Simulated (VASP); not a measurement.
# ScIr (Pm-3m) in VASP: a series of runs

The runs below take ScIr through relaxation of cell and atoms, with LDA.

All numbers are computed with VASP 6.6.1; they aren't measurements. Logs are shortened: lines on timing, memory, paths and dates and some standing lists are left out, and cuts for length are marked.

### 1 The cell of the first run

The structure is cubic, space group Pm-3m (No. 221). The conventional cell has a = 3.206 Å, b = 3.206 Å, c = 3.206 Å, α = 90.00°, β = 90.00°, γ = 90.00°. Within 3.7 Å of Sc (site symmetry m-3m) lie 8 Ir at 2.78 Å and 6 Sc at 3.21 Å. Within 3.7 Å of Ir (site symmetry m-3m) lie 8 Sc at 2.78 Å and 6 Ir at 3.21 Å.

### 2 Relaxation of cell and atoms, LDA, target pressure 2 GPa, at which the enthalpy is minimised

The input, INCAR:

```
  PREC = Accurate
  ENCUT = 500
  EDIFF = 1E-7
  ISMEAR = -1
  SIGMA = 0.1
  LREAL = False
  LASPH = True
  NELM = 120
  ALGO = Normal
  ISIF = 3
  LWAVE = False
  LCHARG = False
  GGA = CA
  IBRION = 2
  NSW = 50
  EDIFFG = -0.02
  PSTRESS = 20.0
  GGA_COMPAT = False
  NELMIN = 4
```

The input, KPOINTS:

```
regular mesh
0
Gamma
  9 9 9
```

The input, POSCAR:

```
ScIr
1.0
    3.2060000000      0.0000000000      0.0000000000
    0.0000000000      3.2060000000      0.0000000000
    0.0000000000      0.0000000000      3.2060000000
Sc Ir
1 1
Direct
    0.5000000000      0.5000000000      0.5000000000
    0.0000000000      0.0000000000      0.0000000000
```

Potentials or basis: VASP PAW LDA potentials, release 64 (Sc_sv, Ir).

Launch:

```console
> cat potpaw_LDA.64/Sc_sv/POTCAR potpaw_LDA.64/Ir/POTCAR > POTCAR
> mpirun -np 1 vasp_std > vasp.out
```

OUTCAR:

```text
PREC = Accurate
   ENCUT = 500
   EDIFF = 1E-7
   ISMEAR = -1
   LREAL = False
   LASPH = True
   NELM = 120
   ISIF = 3
   GGA = CA
   IBRION = 2
   NSW = 50
   EDIFFG = -0.02
   PSTRESS = 20.0
   NELMIN = 4

 ion  position               nearest neighbor table
   1  0.500  0.500  0.500-   2 2.78   2 2.78   2 2.78   2 2.78   2 2.78   2 2.78   2 2.78   2 2.78

   2  0.000  0.000  0.000-   1 2.78   1 2.78   1 2.78   1 2.78   1 2.78   1 2.78   1 2.78   1 2.78

  LATTYP: Found a simple cubic cell.
 ALAT       =     3.2060000000

  Lattice vectors:

 A1 = (   3.2060000000,   0.0000000000,   0.0000000000)
 A2 = (   0.0000000000,   3.2060000000,   0.0000000000)
 A3 = (   0.0000000000,   0.0000000000,   3.2060000000)

Analysis of symmetry for initial positions (statically):
=====================================================================
 Subroutine PRICEL returns:
 Original cell was already a primitive cell.

 Routine SETGRP: Setting up the symmetry group for a
 simple cubic supercell.

 Subroutine GETGRP returns: Found 48 space group operations
 (whereof 48 operations were pure point group operations)
 out of a pool of 48 trial point group operations.

The static configuration has the point symmetry O_h .

Analysis of symmetry for dynamics (positions and initial velocities):
=====================================================================
 Subroutine PRICEL returns:
 Original cell was already a primitive cell.

 Routine SETGRP: Setting up the symmetry group for a
 simple cubic supercell.

 Subroutine GETGRP returns: Found 48 space group operations
 (whereof 48 operations were pure point group operations)
 out of a pool of 48 trial point group operations.

The dynamic configuration has the point symmetry O_h .

 Subroutine INISYM returns: Found 48 space group operations
 (whereof 48 operations are pure point group operations),
 and found     1 'primitive' translations

----------------------------------------------------------------------------------------

                                     Primitive cell

  volume of cell :      32.9527

  direct lattice vectors                    reciprocal lattice vectors
     3.206000000  0.000000000  0.000000000     0.311915159  0.000000000  0.000000000
     0.000000000  3.206000000  0.000000000     0.000000000  0.311915159  0.000000000
     0.000000000  0.000000000  3.206000000     0.000000000  0.000000000  0.311915159

  length of vectors
     3.206000000  3.206000000  3.206000000     0.311915159  0.311915159  0.311915159

  position of ions in fractional coordinates (direct lattice)
     0.500000000  0.500000000  0.500000000
     0.000000000  0.000000000  0.000000000

  ion indices of the primitive-cell ions
   primitive index   ion index
                 1           1
                 2           2

----------------------------------------------------------------------------------------

 KPOINTS: regular mesh

Automatic generation of k-mesh.
 Grid dimensions read from file:
 generate k-points for:    9    9    9

 Generating k-lattice:

  Cartesian coordinates                     Fractional coordinates (reciprocal lattice)
     0.034657240  0.000000000  0.000000000     0.111111111  0.000000000  0.000000000
     0.000000000  0.034657240  0.000000000     0.000000000  0.111111111  0.000000000
     0.000000000  0.000000000  0.034657240     0.000000000  0.000000000  0.111111111

  Length of vectors
     0.034657240  0.034657240  0.034657240

  Shift w.r.t. Gamma in fractional coordinates (k-lattice)
     0.000000000  0.000000000  0.000000000

 Subroutine IBZKPT returns following result:
 ===========================================

 Found     35 irreducible k-points:

 Following reciprocal coordinates:
            Coordinates               Weight
  0.000000  0.000000  0.000000      1.000000
  0.111111  0.000000  0.000000      6.000000
  0.222222  0.000000  0.000000      6.000000
  0.333333  0.000000  0.000000      6.000000
  0.444444  0.000000  0.000000      6.000000
  0.111111  0.111111  0.000000     12.000000
[... 16 lines left out ...]
  0.333333  0.333333  0.111111     24.000000
  0.444444  0.333333  0.111111     48.000000
 [... further k-points ...]
   k-points           NKPTS =     35   k-points in BZ     NKDIM =     35   number of bands    NBANDS=     14
   number of dos      NEDOS =    301   number of ions     NIONS =      2
   total plane-waves  NPLWV =  13824
   dimension x,y,z NGX =    24 NGY =   24 NGZ =   24
   dimension x,y,z NGXF=    48 NGYF=   48 NGZF=   48
   ions per type =               1   1
   NGX,Y,Z   is equivalent  to a cutoff of  12.45, 12.45, 12.45 a.u.
   NGXF,Y,Z  is equivalent  to a cutoff of  24.89, 24.89, 24.89 a.u.
 SYSTEM =  unknown system
   PREC   = accura    normal or accurate (medium, high low for compatibility)
   ISTART =      0    job   : 0-new  1-cont  2-samecut
   ICHARG =      2    charge: 1-file 2-atom 10-const
   ISPIN  =      1    spin polarized calculation?
   LNONCOLLINEAR =      F non collinear calculations
   LSORBIT =      F    spin-orbit coupling
   LASPH  =      T    aspherical Exc in radial PAW
   ENCUT  =  500.0 eV  36.75 Ry    6.06 a.u.   5.85  5.85  5.85*2*pi/ulx,y,z
   NELM   =    120;   NELMIN=  4; NELMDL= -5     # of ELM steps
   EDIFF  = 0.1E-06   stopping-criterion for ELM
   LREAL  =      F    real-space projection
   EDIFFG = -.2E-01   stopping-criterion for IOM
   NSW    =     50    number of steps for IOM
   IBRION =      2    ionic relax: 0-MD 1-quasi-New 2-CG
   NFREE  =      1    steps in history (QN), initial steepest desc. (CG)
   ISIF   =      3    stress and relaxation
   ISYM   =      2    0-nonsym 1-usesym 2-fastsym
   POTIM  = 0.5000    time-step for ionic-motion
   TEBEG  =    0.0;   TEEND  =   0.0 temperature during run
   PSTRESS=   20.0 pullay stress
   NELECT =      20.0000    total number of electrons
   NUPDOWN=      -1.0000    fix difference up-down
   EMIN   =  10.00;   EMAX   =-10.00  energy-range for DOS
   EFERMI =   0.00;   METHOD = LEGACY
   ISMEAR =    -1;   SIGMA  =   0.10  broadening in eV -4-tet -1-fermi 0-gaus
   EFERMI_NEDOS =   21; number of points for ismear=-14 and -15
   IALGO  =     38    algorithm
   IMIX   =      4    mixing-type and parameters
     AMIX     =   0.40;   BMIX     =  1.00
     AMIX_MAG =   1.60;   BMIX_MAG =  1.00
  volume/ion in A,a.u.               =      16.48       111.19
  Fermi-wavevector in a.u.,A,eV,Ry     =   1.386079  2.619309 26.139716  1.921215
  Thomas-Fermi vector in A             =   2.510429
   LORBIT       =      0    0 simple, 1 ext, 2 COOP (PROOUT), +10 PAW based schemes
   GGA     = CA    functional components
   LHFCALC =     F    Hartree Fock is set to
   AEXX    =    0.0000 exact exchange contribution
   IVDW    =     0    specifies the selected vdW correction
   LEPSILON=     F    determine dielectric tensor
   LRPA    =     F    only Hartree local field effects (RPA)
 conjugate gradient relaxation of ions
 non-spin polarized calculation
  energy-cutoff  :      500.00
  volume of cell :       32.95
 maximum number of plane-waves:       861
 NGX is ok and might be reduce to    24
   NGX = 11   NGY = 11   NGZ = 11

--------------------------------------- Ionic step        1  -------------------------------------------

 number of electron      20.0000008 magnetization

 Free energy of the ion-electron system (eV)
  ---------------------------------------------------
  ext. energy  EPLUGINS =         0.00000000
  ---------------------------------------------------
  free energy    TOTEN  =       -19.18259167 eV

  energy without entropy =      -19.17537155  energy(sigma->0) =      -19.17898161

------------------------ aborting loop because EDIFF is reached ----------------------------------------

  FORCE on cell =-STRESS in cart. coord.  units (eV):
  Direction    XX          YY          ZZ          XY          YZ          ZX
  --------------------------------------------------------------------------------------
  -------------------------------------------------------------------------------------
  Total       -1.3548085     -1.3548085     -1.3548085     -0.0000000     -0.0000000      0.0000000
  in kB      -65.8715593    -65.8715593    -65.8715593     -0.0000000     -0.0000000      0.0000000
  external PRESSURE =     -85.8715593 kB  Pullay stress =      20.0000000 kB

 VOLUME and BASIS-vectors are now :
 -----------------------------------------------------------------------------
  energy-cutoff  :      500.00
  volume of cell :       32.95
      direct lattice vectors                 reciprocal lattice vectors
     3.206000000  0.000000000  0.000000000     0.311915159  0.000000000  0.000000000
     0.000000000  3.206000000  0.000000000     0.000000000  0.311915159  0.000000000
     0.000000000  0.000000000  3.206000000     0.000000000  0.000000000  0.311915159
[... 84 lines left out ...]
  FREE ENERGIE OF THE ION-ELECTRON SYSTEM (eV)
  ---------------------------------------------------
  free  energy   TOTEN  =       -19.2060943984 eV

  energy  without entropy=      -19.1986701871  energy(sigma->0) =      -19.20238229

  enthalpy is  TOTEN    =       -18.8129126947 eV   P V=        0.3931817037

--------------------------------------- Ionic step        4  -------------------------------------------

 number of electron      20.0000002 magnetization

 Free energy of the ion-electron system (eV)
  ---------------------------------------------------
  ext. energy  EPLUGINS =         0.00000000
  ---------------------------------------------------
  free energy    TOTEN  =       -19.20569733 eV

  energy without entropy =      -19.19826436  energy(sigma->0) =      -19.20198084

 E-fermi :   7.6091     XC(G=0): -12.8434

 val. band max:        7.4631223685   @ k =   0.4444   0.4444   0.0000
 cond. band min:       7.7547561102   @ k =   0.4444   0.0000   0.0000
 fundamental gap:      0.2916337417
 Fermi energy:         7.6091363028

 k-point     1 :       0.0000    0.0000    0.0000
  band No.  band energies     occupation
      1     -40.8320      2.00000
      2     -19.7020      2.00000
      3     -19.7020      2.00000
      4     -19.7020      2.00000
      5      -0.4832      2.00000
      6       2.3891      2.00000
      7       2.3891      2.00000
      8       5.7279      2.00000
      9       5.7279      2.00000
     10       5.7279      2.00000
     11       9.9548      0.00000
     12       9.9548      0.00000
     13      12.1973      0.00000
     14      12.1973      0.00000

 k-point     2 :       0.1111    0.0000    0.0000
  band No.  band energies     occupation
      1     -40.8273      2.00000
      2     -19.7475      2.00000
      3     -19.7005      2.00000
      4     -19.7005      2.00000
      5      -0.2249      2.00000
      6       2.4940      2.00000
      7       2.5769      2.00000
      8       5.6718      2.00000
      9       5.6718      2.00000
     10       5.7933      2.00000
[... 362 lines left out ...]
 k-point    24 :       0.4444    0.3333    0.1111
  band No.  band energies     occupation
      1     -40.7665      2.00000
      2     -20.0018      2.00000
      3     -19.9179      2.00000
      4     -19.6986      2.00000
      5       2.5240      2.00000
      6       3.0135      2.00000
      7       4.3961      2.00000
      8       4.5609      2.00000
      9       5.4656      2.00000
     10       6.8309      1.99917
     11       8.4001      0.00073
     12       9.5684      0.00000
     13      10.1078      0.00000
     14      11.9199      0.00000

 [... further k-points ...]
[... 5 lines left out ...]
  --------------------------------------------------------------------------------------
  -------------------------------------------------------------------------------------
  Total        0.3857570      0.3857570      0.3857570     -0.0000000     -0.0000000      0.0000000
  in kB       19.6436659     19.6436659     19.6436659     -0.0000000     -0.0000000      0.0000000
  external PRESSURE =      -0.3563341 kB  Pullay stress =      20.0000000 kB

 VOLUME and BASIS-vectors are now :
 -----------------------------------------------------------------------------
  energy-cutoff  :      500.00
  volume of cell :       31.46
      direct lattice vectors                 reciprocal lattice vectors
     3.156946981  0.000000000  0.000000000     0.316761734  0.000000000 -0.000000000
    -0.000000000  3.156946981  0.000000000    -0.000000000  0.316761734  0.000000000
     0.000000000 -0.000000000  3.156946981     0.000000000  0.000000000  0.316761734

 POSITION                                       TOTAL-FORCE (eV/Angst)
 -----------------------------------------------------------------------------------
      1.57847      1.57847      1.57847         0.000000     -0.000000      0.000000
      0.00000      0.00000      0.00000        -0.000000      0.000000      0.000000
 -----------------------------------------------------------------------------------
    total drift:                                0.000000      0.000000     -0.000000

  FREE ENERGIE OF THE ION-ELECTRON SYSTEM (eV)
  ---------------------------------------------------
  free  energy   TOTEN  =       -19.2056973255 eV

  energy  without entropy=      -19.1982643603  energy(sigma->0) =      -19.20198084

  enthalpy is  TOTEN    =       -18.8129427275 eV   P V=        0.3927545980

 reached required accuracy - stopping structural energy minimisation
```

It took 1.9 min on 1 thread of Intel Xeon 8259CL, shared host; peak memory 0.15 GiB.

What came out:

```yaml
Free_energy: -19.2057 eV
Relaxed_volume: 15.73 Å³/atom
Relaxed_cell: a = 3.157 Å, b = 3.157 Å, c = 3.157 Å, α = 90.00°, β = 90.00°, γ = 90.00°
Space_group_after_relaxing_to_0.05_Å: Pm-3m (No. 221)
Energy_change_on_relaxing_the_enthalpy_is_what_falls: -11.6 meV/atom
Ionic_steps: 4
Pressure_after_relaxing: 2.0 GPa
Band_gap_on_the_k_mesh: 0.29 eV, indirect (least direct gap 1.34 eV)
```

The path:
```csv
step,energy change (eV),largest force (eV/Å),pressure (GPa),volume (Å³)
1,0.0000,0.0000,-6.59,32.95
2,0.1605,0.0000,22.63,28.92
3,-0.0235,0.0000,1.75,31.50
4,-0.0231,0.0000,1.96,31.46
```

Final structure:
```xyz
2
Lattice="3.1569 0.0000 0.0000 0.0000 3.1569 0.0000 0.0000 0.0000 3.1569" Properties=species:S:1:pos:R:3 pbc="T T T"
Sc    1.5785    1.5785    1.5785
Ir    0.0000    0.0000    0.0000
```

Caveat: the cell is relaxed towards a set pressure, so the enthalpy falls and the energy may rise; spin-orbit coupling is left out, which moves the levels of the heavy elements. A k mesh can miss the band edges.

### 3 Relaxation of cell and atoms, LDA, target pressure 4 GPa, at which the enthalpy is minimised

The input, INCAR:

```
SYSTEM = ScIr
PREC = Accurate ; ENCUT = 500
EDIFF = 1E-7 ; ISMEAR = -1
SIGMA = 0.1 ; LREAL = .FALSE.
LASPH = .TRUE. ; NELM = 120
ALGO = Normal ; ISIF = 3
LWAVE = .FALSE. ; LCHARG = .FALSE.
IBRION = 2 ; NSW = 50
EDIFFG = -0.02 ; PSTRESS = 40.0
GGA_COMPAT = .FALSE. ; NELMIN = 4
```

The input, KPOINTS:

```
regular mesh
0
G
  9 9 9
  0 0 0
```

POSCAR is that of step 2.

Potentials or basis: VASP PAW LDA potentials, release 64 (Sc_sv, Ir).

Launch:

```console
> cat potpaw_LDA.64/Sc_sv/POTCAR potpaw_LDA.64/Ir/POTCAR > POTCAR
> mpirun -np 1 vasp_std > vasp.out
```

OUTCAR:

```text
SYSTEM = ScIr
   PREC = Accurate
   ENCUT = 500
   EDIFF = 1E-7
   ISMEAR = -1
   LREAL = .FALSE.
   LASPH = .TRUE.
   NELM = 120
   ISIF = 3
   IBRION = 2
   NSW = 50
   EDIFFG = -0.02
   PSTRESS = 40.0
   NELMIN = 4

 ion  position               nearest neighbor table
   1  0.500  0.500  0.500-   2 2.78   2 2.78   2 2.78   2 2.78   2 2.78   2 2.78   2 2.78   2 2.78

   2  0.000  0.000  0.000-   1 2.78   1 2.78   1 2.78   1 2.78   1 2.78   1 2.78   1 2.78   1 2.78

  LATTYP: Found a simple cubic cell.
 ALAT       =     3.2060000000

  Lattice vectors:

 A1 = (   3.2060000000,   0.0000000000,   0.0000000000)
 A2 = (   0.0000000000,   3.2060000000,   0.0000000000)
 A3 = (   0.0000000000,   0.0000000000,   3.2060000000)

Analysis of symmetry for initial positions (statically):
=====================================================================
 Subroutine PRICEL returns:
[... 300 lines left out ...]
 fundamental gap:      0.2605292403
 Fermi energy:         7.7224209938

 k-point     1 :       0.0000    0.0000    0.0000
  band No.  band energies     occupation
      1     -40.6993      2.00000
      2     -19.5680      2.00000
      3     -19.5680      2.00000
      4     -19.5680      2.00000
      5      -0.4187      2.00000
      6       2.4286      2.00000
      7       2.4286      2.00000
      8       5.8152      2.00000
      9       5.8152      2.00000
     10       5.8152      2.00000
     11      10.0819      0.00000
     12      10.0819      0.00000
     13      12.3538      0.00000
     14      12.3538      0.00000
[... 377 lines left out ...]
      1     -40.6309      2.00000
      2     -19.8780      2.00000
      3     -19.7913      2.00000
      4     -19.5648      2.00000
      5       2.5825      2.00000
      6       3.0754      2.00000
      7       4.4663      2.00000
      8       4.6323      2.00000
      9       5.5575      2.00000
     10       6.9411      1.99919
     11       8.5241      0.00066
     12       9.7004      0.00000
     13      10.2336      0.00000
     14      12.0714      0.00000

 [... further k-points ...]
[... 5 lines left out ...]
  --------------------------------------------------------------------------------------
  -------------------------------------------------------------------------------------
  Total        0.7654111      0.7654111      0.7654111     -0.0000000     -0.0000000     -0.0000000
  in kB       39.3464184     39.3464184     39.3464184     -0.0000000     -0.0000000     -0.0000000
  external PRESSURE =      -0.6535816 kB  Pullay stress =      40.0000000 kB
[... 21 lines left out ...]
  energy  without entropy=      -19.1927329612  energy(sigma->0) =      -19.19649478

  enthalpy is  TOTEN    =       -18.4221313239 eV   P V=        0.7781252656

 reached required accuracy - stopping structural energy minimisation
```

CONTCAR:

```text
ScIr
   1.00000000000000
     3.1470238628323655    0.0000000000000000    0.0000000000000000
    -0.0000000000000000    3.1470238628323655    0.0000000000000000
     0.0000000000000000   -0.0000000000000000    3.1470238628323655
  Sc              Ir
     1     1
Direct
     0.5000000000000000    0.5000000000000000    0.5000000000000000
     0.0000000000000000    0.0000000000000000    0.0000000000000000

  0.00000000E+00  0.00000000E+00  0.00000000E+00
  0.00000000E+00  0.00000000E+00  0.00000000E+00
```

Wall time 1.9 min (1 thread of Intel Xeon 8259CL, shared host); peak memory 0.15 GiB.

Results:

```yaml
Free_energy: -19.2003 eV
Relaxed_volume: 15.58 Å³/atom
Relaxed_cell: a = 3.147 Å, b = 3.147 Å, c = 3.147 Å, α = 90.00°, β = 90.00°, γ = 90.00°
Space_group_after_relaxing_to_0.05_Å: Pm-3m (No. 221)
Energy_change_on_relaxing_the_enthalpy_is_what_falls: -8.8 meV/atom
Ionic_steps: 4
Pressure_after_relaxing: 3.9 GPa
Band_gap_on_the_k_mesh: 0.26 eV, indirect (least direct gap 1.35 eV)
```

Step by step:
| step | energy change (eV) | largest force (eV/Å) | pressure (GPa) | volume (Å³) |
| --- | --- | --- | --- | --- |
| 1 | 0.0000 | 0.0000 | -6.59 | 32.95 |
| 2 | 0.3123 | 0.0000 | 32.26 | 28.03 |
| 3 | -0.0189 | 0.0000 | 3.60 | 31.22 |
| 4 | -0.0177 | 0.0000 | 3.93 | 31.17 |

Final structure:
```yaml
crystal:
  lattice:
    - [3.14702, 0.00000, 0.00000]
    - [0.00000, 3.14702, 0.00000]
    - [0.00000, 0.00000, 3.14702]
  atoms:
    - { symbol: Sc, position: [0.50000, 0.50000, 0.50000] }
    - { symbol: Ir, position: [0.00000, 0.00000, 0.00000] }
```

Caveat: the cell is relaxed towards a set pressure, so the enthalpy falls and the energy may rise; spin-orbit coupling is left out, which moves the levels of the heavy elements.

(Part 1 of 2 ends here.)
